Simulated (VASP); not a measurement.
# P (Fd-3m) in VASP: further runs

The runs below take P through relaxation of cell and atoms, single point, with LDA.

All numbers are computed with VASP 6.6.1; they aren't measurements. Logs are shortened: lines on timing, memory, paths and dates and some standing lists are left out, and cuts for length are marked.

**1. The cell of the first run**

The structure is cubic, space group Fd-3m (No. 227). The conventional cell has a = 5.478 Å, b = 5.478 Å, c = 5.478 Å, α = 90.00°, β = 90.00°, γ = 90.00°. Within 3.1 Å of P (site symmetry -43m) lie 4 P at 2.37 Å.

This isn't the form of P at room conditions, which is orthorhombic.

**2. Relaxation of cell and atoms, LDA**

Contents of INCAR:

```
ALGO = Normal
EDIFF = 1E-6
EDIFFG = -0.01
ENCUT = 600
GGA = CA
IBRION = 2
ISIF = 3
ISMEAR = -1
LASPH = T
LCHARG = F
LREAL = F
LWAVE = F
NELM = 60
NSW = 80
PREC = Accurate
SIGMA = 0.1
```

Contents of KPOINTS:

```
k-points
0
Gamma
  10 10 10
```

Contents of POSCAR:

```
P
1.0
    0.0000000000      2.7391031705      2.7391031705
    2.7391031705      0.0000000000      2.7391031705
    2.7391031705      2.7391031705      0.0000000000
P
2
Direct
    0.1250000000      0.1250000000      0.1250000000
    0.8750000000      0.8750000000      0.8750000000
```

Potentials or basis: VASP PAW LDA potentials, release 64 (P).

Run with:

```bash
$ cat potpaw_LDA.64/P/POTCAR > POTCAR
$ mpirun -np 1 vasp_std > vasp.out
```

OUTCAR:

```text
EDIFF = 1E-6
   EDIFFG = -0.01
   ENCUT = 600
   GGA = CA
   IBRION = 2
   ISIF = 3
   ISMEAR = -1
   LASPH = T
   LREAL = F
   NELM = 60
   NSW = 80
   PREC = Accurate

 ion  position               nearest neighbor table
   1  0.125  0.125  0.125-   2 2.37   2 2.37   2 2.37   2 2.37
   2  0.875  0.875  0.875-   1 2.37   1 2.37   1 2.37   1 2.37

  LATTYP: Found a face centered cubic cell.
 ALAT       =     5.4782063410

  Lattice vectors:

 A1 = (   0.0000000000,   2.7391031705,   2.7391031705)
 A2 = (   2.7391031705,   0.0000000000,   2.7391031705)
 A3 = (   2.7391031705,   2.7391031705,   0.0000000000)

Analysis of symmetry for initial positions (statically):
=====================================================================
 Subroutine PRICEL returns:
 Original cell was already a primitive cell.

 Routine SETGRP: Setting up the symmetry group for a
 face centered cubic supercell.

 Subroutine GETGRP returns: Found 48 space group operations
 (whereof 12 operations were pure point group operations)
 out of a pool of 48 trial point group operations.

The static configuration has the point symmetry D_3d.
 The point group associated with its full space group is O_h .

Analysis of symmetry for dynamics (positions and initial velocities):
=====================================================================
 Subroutine PRICEL returns:
 Original cell was already a primitive cell.

 Routine SETGRP: Setting up the symmetry group for a
 face centered cubic supercell.

 Subroutine GETGRP returns: Found 48 space group operations
 (whereof 12 operations were pure point group operations)
 out of a pool of 48 trial point group operations.

The dynamic configuration has the point symmetry D_3d.
 The point group associated with its full space group is O_h .

 Subroutine INISYM returns: Found 48 space group operations
 (whereof 12 operations are pure point group operations),
 and found     1 'primitive' translations

----------------------------------------------------------------------------------------

                                     Primitive cell

  volume of cell :      41.1013

  direct lattice vectors                    reciprocal lattice vectors
     0.000000000  2.739103170  2.739103170    -0.182541499  0.182541499  0.182541499
     2.739103170  0.000000000  2.739103170     0.182541499 -0.182541499  0.182541499
     2.739103170  2.739103170  0.000000000     0.182541499  0.182541499 -0.182541499

  length of vectors
     3.873676852  3.873676852  3.873676852     0.316171152  0.316171152  0.316171152

  position of ions in fractional coordinates (direct lattice)
     0.125000000  0.125000000  0.125000000
     0.875000000  0.875000000  0.875000000

  ion indices of the primitive-cell ions
   primitive index   ion index
                 1           1
                 2           2

----------------------------------------------------------------------------------------

 KPOINTS: k-points

Automatic generation of k-mesh.
 Grid dimensions read from file:
 generate k-points for:   10   10   10

 Generating k-lattice:

  Cartesian coordinates                     Fractional coordinates (reciprocal lattice)
    -0.018254150  0.018254150  0.018254150     0.100000000  0.000000000  0.000000000
     0.018254150 -0.018254150  0.018254150     0.000000000  0.100000000  0.000000000
     0.018254150  0.018254150 -0.018254150     0.000000000  0.000000000  0.100000000

  Length of vectors
     0.031617115  0.031617115  0.031617115

  Shift w.r.t. Gamma in fractional coordinates (k-lattice)
     0.000000000  0.000000000  0.000000000

 Subroutine IBZKPT returns following result:
 ===========================================

 Found     47 irreducible k-points:

 Following reciprocal coordinates:
            Coordinates               Weight
  0.000000  0.000000  0.000000      1.000000
  0.100000  0.000000  0.000000      8.000000
  0.200000  0.000000  0.000000      8.000000
  0.300000  0.000000  0.000000      8.000000
  0.400000  0.000000  0.000000      8.000000
  0.500000  0.000000  0.000000      4.000000
[... 16 lines left out ...]
  0.300000  0.300000  0.000000      6.000000
  0.400000  0.300000  0.000000     24.000000
 [... further k-points ...]
   k-points           NKPTS =     47   k-points in BZ     NKDIM =     47   number of bands    NBANDS=      9
   number of dos      NEDOS =    301   number of ions     NIONS =      2
   total plane-waves  NPLWV =  32768
   dimension x,y,z NGX =    32 NGY =   32 NGZ =   32
   dimension x,y,z NGXF=    64 NGYF=   64 NGZF=   64
   ions per type =               2
   NGX,Y,Z   is equivalent  to a cutoff of  13.73, 13.73, 13.73 a.u.
   NGXF,Y,Z  is equivalent  to a cutoff of  27.47, 27.47, 27.47 a.u.
 SYSTEM =  unknown system
   PREC   = accura    normal or accurate (medium, high low for compatibility)
   ISTART =      0    job   : 0-new  1-cont  2-samecut
   ICHARG =      2    charge: 1-file 2-atom 10-const
   ISPIN  =      1    spin polarized calculation?
   LNONCOLLINEAR =      F non collinear calculations
   LSORBIT =      F    spin-orbit coupling
   LASPH  =      T    aspherical Exc in radial PAW
   ENCUT  =  600.0 eV  44.10 Ry    6.64 a.u.   7.74  7.74  7.74*2*pi/ulx,y,z
   NELM   =     60;   NELMIN=  2; NELMDL= -5     # of ELM steps
   EDIFF  = 0.1E-05   stopping-criterion for ELM
   LREAL  =      F    real-space projection
   EDIFFG = -.1E-01   stopping-criterion for IOM
   NSW    =     80    number of steps for IOM
   IBRION =      2    ionic relax: 0-MD 1-quasi-New 2-CG
   NFREE  =      1    steps in history (QN), initial steepest desc. (CG)
   ISIF   =      3    stress and relaxation
   ISYM   =      2    0-nonsym 1-usesym 2-fastsym
   POTIM  = 0.5000    time-step for ionic-motion
   TEBEG  =    0.0;   TEEND  =   0.0 temperature during run
   PSTRESS=    0.0 pullay stress
   NELECT =      10.0000    total number of electrons
   NUPDOWN=      -1.0000    fix difference up-down
   EMIN   =  10.00;   EMAX   =-10.00  energy-range for DOS
   EFERMI =   0.00;   METHOD = LEGACY
   ISMEAR =    -1;   SIGMA  =   0.10  broadening in eV -4-tet -1-fermi 0-gaus
   EFERMI_NEDOS =   21; number of points for ismear=-14 and -15
   IALGO  =     38    algorithm
   IMIX   =      4    mixing-type and parameters
     AMIX     =   0.40;   BMIX     =  1.00
     AMIX_MAG =   1.60;   BMIX_MAG =  1.00
  volume/ion in A,a.u.               =      20.55       138.68
  Fermi-wavevector in a.u.,A,eV,Ry     =   1.022013  1.931325 14.211431  1.044511
  Thomas-Fermi vector in A             =   2.155669
   LORBIT       =      0    0 simple, 1 ext, 2 COOP (PROOUT), +10 PAW based schemes
   GGA     = CA    functional components
   LHFCALC =     F    Hartree Fock is set to
   AEXX    =    0.0000 exact exchange contribution
   IVDW    =     0    specifies the selected vdW correction
   LEPSILON=     F    determine dielectric tensor
   LRPA    =     F    only Hartree local field effects (RPA)
 conjugate gradient relaxation of ions
 non-spin polarized calculation
  energy-cutoff  :      600.00
  volume of cell :       41.10
 maximum number of plane-waves:      1390
   NGX = 15   NGY = 15   NGZ = 15

--------------------------------------- Ionic step        1  -------------------------------------------

 number of electron      10.0000000 magnetization

 number of electron       9.9999999 magnetization

 Free energy of the ion-electron system (eV)
  ---------------------------------------------------
  ext. energy  EPLUGINS =         0.00000000
  ---------------------------------------------------
  free energy    TOTEN  =       -10.96557566 eV

  energy without entropy =      -10.92118758  energy(sigma->0) =      -10.94338162

 E-fermi :   5.7453     XC(G=0):  -9.7429

 val. band max:        5.7414190356   @ k =   0.2000   0.1000   0.0000
 cond. band min:       5.7463009523   @ k =  -0.2000   0.3000   0.1000
 fundamental gap:      0.0048819167
 Fermi energy:         5.7452698076

 k-point     1 :       0.0000    0.0000    0.0000
  band No.  band energies     occupation
      1      -9.1180      2.00000
      2       2.3955      2.00000
      3       2.8187      2.00000
      4       2.8187      2.00000
      5       2.8187      2.00000
      6       5.9130      0.31504
      7       5.9130      0.31504
      8       5.9130      0.31504
      9      11.6170      0.00000

 k-point     2 :       0.1000    0.0000    0.0000
  band No.  band energies     occupation
      1      -9.0041      2.00000
      2       0.9426      2.00000
      3       2.6692      2.00000
      4       2.6692      2.00000
      5       3.7770      2.00000
      6       6.1414      0.03735
      7       6.1414      0.03735
      8       6.2584      0.01175
      9      12.0733      0.00000

 k-point     3 :       0.2000    0.0000    0.0000
  band No.  band energies     occupation
      1      -8.6708      2.00000
      2      -0.7413      2.00000
      3       2.3538      2.00000
      4       2.3538      2.00000
      5       3.9464      2.00000
      6       6.6189      0.00032
      7       6.6189      0.00032
      8       7.5023      0.00000
      9      12.0436      0.00000
[... 301 lines left out ...]
 VOLUME and BASIS-vectors are now :
 -----------------------------------------------------------------------------
  energy-cutoff  :      600.00
  volume of cell :       38.43
      direct lattice vectors                 reciprocal lattice vectors
     0.000000000  2.678367672  2.678367672    -0.186680867  0.186680867  0.186680867
     2.678367672  0.000000000  2.678367672     0.186680867 -0.186680867  0.186680867
     2.678367672  2.678367672  0.000000000     0.186680867  0.186680867 -0.186680867

 POSITION                                       TOTAL-FORCE (eV/Angst)
 -----------------------------------------------------------------------------------
      0.66959      0.66959      0.66959         0.000000      0.000000      0.000000
      4.68714      4.68714      4.68714        -0.000000     -0.000000     -0.000000
 -----------------------------------------------------------------------------------
    total drift:                                0.000000      0.000000     -0.000000

  FREE ENERGIE OF THE ION-ELECTRON SYSTEM (eV)
  ---------------------------------------------------
  free  energy   TOTEN  =       -11.0017281093 eV

  energy  without entropy=      -10.9626236832  energy(sigma->0) =      -10.98217590

--------------------------------------- Ionic step        3  -------------------------------------------

 number of electron      10.0000000 magnetization

 Free energy of the ion-electron system (eV)
  ---------------------------------------------------
  ext. energy  EPLUGINS =         0.00000000
  ---------------------------------------------------
  free energy    TOTEN  =       -11.00252840 eV

  energy without entropy =      -10.96416015  energy(sigma->0) =      -10.98334428

 E-fermi :   6.6580     XC(G=0): -10.0643

 val. band max:        6.6579291625   @ k =  -0.3000   0.3000   0.1000
 cond. band min:       6.7032735264   @ k =   0.0000   0.0000   0.0000
 fundamental gap:      0.0453443638
 Fermi energy:         6.6580311218

 k-point     1 :       0.0000    0.0000    0.0000
  band No.  band energies     occupation
      1      -8.8953      2.00000
      2       3.4882      2.00000
      3       3.4882      2.00000
      4       3.4882      2.00000
      5       3.9337      2.00000
      6       6.7033      0.77757
      7       6.7033      0.77757
      8       6.7033      0.77757
      9      12.6980      0.00000

 k-point     2 :       0.1000    0.0000    0.0000
  band No.  band energies     occupation
      1      -8.7726      2.00000
      2       1.8728      2.00000
      3       3.3265      2.00000
      4       3.3265      2.00000
      5       4.9650      2.00000
      6       6.9509      0.10154
      7       6.9509      0.10154
      8       7.1269      0.01824
      9      13.1295      0.00000

 k-point     3 :       0.2000    0.0000    0.0000
  band No.  band energies     occupation
      1      -8.4131      2.00000
      2       0.0324      2.00000
      3       2.9882      2.00000
      4       2.9882      2.00000
      5       5.0319      2.00000
      6       7.4590      0.00066
      7       7.4590      0.00066
      8       8.6026      0.00000
      9      12.8031      0.00000
[... 265 lines left out ...]
 VOLUME and BASIS-vectors are now :
 -----------------------------------------------------------------------------
  energy-cutoff  :      600.00
  volume of cell :       38.01
      direct lattice vectors                 reciprocal lattice vectors
     0.000000000  2.668650025  2.668650025    -0.187360649  0.187360649  0.187360649
     2.668650025  0.000000000  2.668650025     0.187360649 -0.187360649  0.187360649
     2.668650025  2.668650025  0.000000000     0.187360649  0.187360649 -0.187360649

 POSITION                                       TOTAL-FORCE (eV/Angst)
 -----------------------------------------------------------------------------------
      0.66716      0.66716      0.66716         0.000000      0.000000      0.000000
      4.67014      4.67014      4.67014        -0.000000     -0.000000     -0.000000
 -----------------------------------------------------------------------------------
    total drift:                                0.000000      0.000000     -0.000000

  FREE ENERGIE OF THE ION-ELECTRON SYSTEM (eV)
  ---------------------------------------------------
  free  energy   TOTEN  =       -11.0025284038 eV

  energy  without entropy=      -10.9641601489  energy(sigma->0) =      -10.98334428

 reached required accuracy - stopping structural energy minimisation
```

Run time: 13 s. Hardware: 1 thread of Intel Xeon 6975P-C (Granite Rapids), shared host; peak memory 0.16 GiB.

What came out:

```yaml
Free_energy: -11.0025 eV
Relaxed_volume: 19.01 Å³/atom
Relaxed_cell: a = 3.774 Å, b = 3.774 Å, c = 3.774 Å, α = 60.00°, β = 60.00°, γ = 60.00°
Space_group_after_relaxing_to_0.1_Å: Fd-3m (No. 227)
Energy_gained_by_relaxing: 18.5 meV/atom
Ionic_steps: 3
Pressure_after_relaxing: 0.0 GPa
Band_gap_on_the_k_mesh: zero (bands 5 and 6 overlap by 2.39 eV)
```

Step by step:
| step | energy change (eV) | largest force (eV/Å) | pressure (GPa) | volume (Å³) |
| --- | --- | --- | --- | --- |
| 1 | 0.0000 | 0.0000 | -3.58 | 41.10 |
| 2 | -0.0362 | 0.0000 | -0.58 | 38.43 |
| 3 | -0.0370 | 0.0000 | -0.03 | 38.01 |

Final structure:
```
CELL_PARAMETERS angstrom
0.00000 2.66865 2.66865
2.66865 0.00000 2.66865
2.66865 2.66865 0.00000
ATOMIC_POSITIONS crystal
P 0.12500 0.12500 0.12500
P 0.87500 0.87500 0.87500
```

**3. Single point, LDA**

This run uses another cell than the first one, of 19.04 Å³/atom.

Contents of INCAR:

```
SYSTEM = P
PREC = Accurate
ENCUT = 520
EDIFF = 1E-7
ISMEAR = -1
SIGMA = 0.1
LREAL = .False.
LASPH = .True.
NELM = 100
ALGO = Normal
ISIF = 2
LWAVE = .False.
LCHARG = .True.
GGA = CA
LELF = .True.
LVHAR = .True.
NBANDS = 12
```

Contents of KPOINTS:

```
Automatic mesh
0
Gamma
  17 17 17
  0 0 0
```

Contents of POSCAR:

```
P
1.0
    0.0000000000      2.6704019157      2.6704019157
    2.6704019157      0.0000000000      2.6704019157
    2.6704019157      2.6704019157      0.0000000000
P
2
Direct
    0.1250000000      0.1250000000      0.1250000000
    0.8750000000      0.8750000000      0.8750000000
```

Potentials or basis: VASP PAW LDA potentials, release 64 (P).

Run with:

```bash
$ cat potpaw_LDA.64/P/POTCAR > POTCAR
$ mpirun -np 1 vasp_std > vasp.out
```

Wall time 28 s (1 thread of Intel Xeon 6975P-C (Granite Rapids), shared host); peak memory 0.17 GiB.

It converged, with:

```yaml
Free_energy: -10.9966 eV
Pressure: 0.0 GPa
Band_gap_on_the_k_mesh: zero (bands 5 and 6 overlap by 2.76 eV)
```

Levels at points of the mesh, in eV from the Fermi level:
```csv
k point,band 2,band 3,band 4,band 5,band 6,band 7,band 8,band 9
"(0.00, 0.00, 0.00)",-3.24,-3.24,-3.24,-2.82,-0.03,-0.03,-0.03,5.95
```

**4. Single point, LDA, non-collinear spin, zero start, spin-orbit coupling**

This run uses another cell than the first one, of 19.04 Å³/atom.

Contents of INCAR:

```
ALGO     = Normal         # electronic algorithm
EDIFF    = 1E-6           # SCF threshold, eV
ENCUT    = 520            # plane-wave cutoff, eV
GGA      = CA             # functional
GGA_COMPAT= False        
ISIF     = 2              # what is computed and relaxed
ISMEAR   = -1             # smearing method
LASPH    = True           # aspherical terms in the spheres
LCHARG   = False          # write CHGCAR
LORBIT   = 11             # projections on sites
LORBMOM  = True         
LREAL    = False          # projectors in reciprocal space
LSORBIT  = True           # spin-orbit coupling
LWAVE    = False          # write WAVECAR
MAGMOM   = 0 0 0 0 0 0    # initial moments
NBANDS   = 22             # bands
NELM     = 150            # most SCF steps
PREC     = Accurate       # precision mode
SIGMA    = 0.1            # smearing width, eV
```

Contents of KPOINTS:

```
k-points
0
Gamma
  10 10 10
```

POSCAR is that of step 3.

Run with:

```bash
$ cat potpaw_LDA.64/P/POTCAR > POTCAR
$ mpirun -np 1 vasp_ncl > vasp.out
```

Wall time 35 s (1 thread of Intel Xeon 6975P-C (Granite Rapids), shared host); peak memory 0.21 GiB.

Results (log left out):

```
Free energy                                           : -11.0030 eV
Pressure                                              : -0.1 GPa
Net moment                                            : 0.00 μB per cell
Valence electrons inside the program's atomic spheres : P 2.42
```

Moments on the atoms (μB; x, y, z):
```
P   0.00 0.00 0.00
P   0.00 0.00 0.00
```

**5. Overview**

| task | spin | cell | k mesh | cutoff (eV) | gap on the mesh (eV) | pressure (GPa) |
| --- | --- | --- | --- | --- | --- | --- |
| relaxation of cell and atoms | off | relaxed from a = 3.874 Å, angles 60.0°, 2 atoms | 10 × 10 × 10 | 600 | none | 0.0 |
| single point | off | a = 3.777 Å, angles 60.0°, 2 atoms | 17 × 17 × 17 | 520 | none | 0.0 |
| single point | non-collinear, zero start, SOC | a = 3.777 Å, angles 60.0°, 2 atoms | 10 × 10 × 10 | 520 | - | -0.1 |

Alike in all rows: level LDA; potentials or basis VASP PAW LDA potentials, release 64 (P); smearing fermi-dirac 0.1 eV.

Total energies depend on the potentials used, so only differences within one code and one set of settings carry meaning.
